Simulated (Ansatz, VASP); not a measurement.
# One calculation of Os, two programs

```
Os
1.0
     4.33822    0.00000    0.00000
    -2.16911    3.75700    0.00000
     0.00000    0.00000    2.73184
Os
3
Direct
  0.00000 0.00000 0.00000
  0.33333 0.66667 0.50000
  0.66667 0.33333 0.50000
```

Alike in both runs: functional RPBE; k mesh 9 × 9 × 12; occupations fermi-dirac, width 0.1 eV; no spin polarisation.

Ansatz relaxed the structure, and its values are those at the end. VASP's run is a single point on that final structure, the one shown.

|  | VASP | Ansatz |
| --- | --- | --- |
| version | VASP 6.6.1 | Ansatz 0.2.0 |
| potentials or method | VASP PAW PBE potentials, release 64 (Os), cutoff 520 eV | plane waves (420 eV) with PAW, scalar-relativistic |
| valence electrons in the cell | 24 | 48 |

VASP gave:

| Property | Result |
| --- | --- |
| pressure (GPa) | -0.5 |

**Question.** Which values does Ansatz return?

**Answer.** Pressure (GPa): 0.0.

VASP's potentials were made for PBE, not for RPBE. With one functional, cell and mesh, what is left measures potentials, basis and numerics. VASP's potentials hold 24 valence electrons a cell and Ansatz's 48, so a difference there can come from the potentials and not from the codes.

Spin-orbit coupling is off throughout.
